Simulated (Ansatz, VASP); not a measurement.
## Two plane-wave programs on Li3YIr3Pd

Contents of INCAR:

```
ALGO = Fast ; EDIFF = 1E-6
EDIFFG = -0.001 ; ENCUT = 600
GGA = PE ; IBRION = 2
ISIF = 3 ; ISMEAR = 0
LASPH = T ; LCHARG = F
LREAL = F ; LWAVE = F
NELM = 60 ; NSW = 80
PREC = Accurate ; SIGMA = 0.1
```

The input KPOINTS:

```
k-points
0
Gamma
  6 6 6
```

POSCAR

```
Li3YIr3Pd
1.0
    2.8248360722      1.6309198667      4.3954771752
   -2.8248360722      1.6309198667      4.3954771752
    0.0000000000     -3.2618397334      4.3954771752
Li Y Pd Ir
3 1 1 3
Direct
    0.0000000000      0.0000000000      0.5000000000
    0.5000000000      0.0000000000      0.0000000000
    0.0000000000      0.5000000000      0.0000000000
    0.5000000000      0.5000000000      0.5000000000
    0.0000000000      0.0000000000      0.0000000000
    0.5000000000      0.5000000000      0.0000000000
    0.0000000000      0.5000000000      0.5000000000
    0.5000000000      0.0000000000      0.5000000000
```

Input for Ansatz:

```yaml
crystal:
  lattice:
    - [2.8248360722, 1.6309198667, 4.3954771752]
    - [-2.8248360722, 1.6309198667, 4.3954771752]
    - [0.0, -3.2618397334, 4.3954771752]
  atoms:
    - { symbol: Li, position: [0.0, 0.0, 0.5] }
    - { symbol: Li, position: [0.5, 0.0, 0.0] }
    - { symbol: Li, position: [0.0, 0.5, 0.0] }
    - { symbol: "Y", position: [0.5, 0.5, 0.5] }
    - { symbol: Pd, position: [0.0, 0.0, 0.0] }
    - { symbol: Ir, position: [0.5, 0.5, 0.0] }
    - { symbol: Ir, position: [0.0, 0.5, 0.5] }
    - { symbol: Ir, position: [0.5, 0.0, 0.5] }
basis:
  ecutwfc: 420
kpoints:
  mp_grid: { grid: [6, 6, 6] }
hamiltonian:
  xc: pbe
scf:
  occupations: { method: gaussian, width: 0.1 }
output:
  forces: true
  stress: true
  eigenvalues: true
relax:
  adjacent_minimum: "off"
  f_tol: 0.001
  max_steps: 60
  cell: { stress_tol: 0.01 }
```

Alike in both runs: task relaxation of cell and atoms; functional PBE; k mesh 6 × 6 × 6; occupations gaussian, width 0.1 eV; no spin polarisation.

```csv
,VASP,Ansatz
version,VASP 6.6.1,Ansatz 0.2.0
potentials or method,"VASP PAW PBE potentials, release 64 (Li_sv, Y_sv, Pd, Ir), cutoff 600 eV","scalar-relativistic, plane waves, PAW"
valence electrons in the cell,57,89
```

Ansatz gave:

| Quantity | Value |
| --- | --- |
| gap on the k mesh at the Fermi level, each at its own relaxed structure (eV) | none |
| relaxed volume (Å³/atom) | 15.19 |
| relaxed length of the cell vector where the two differ most in proportion (Å) | 5.474 |

Estimate VASP's values.

gap on the k mesh at the Fermi level, each at its own relaxed structure (eV): none; relaxed volume (Å³/atom): 15.18; relaxed length of the cell vector where the two differ most in proportion (Å): 5.471.

A gap of «none» marks a metal or a gap that the smearing closes. VASP's potentials hold 57 valence electrons a cell and Ansatz's 89, so a difference there can come from the potentials and not from the codes.

Neither program's run includes spin-orbit coupling. Noted on VASP's run: the cutoff is under 1.25 times that of the potentials, so the pressure is a little rough.
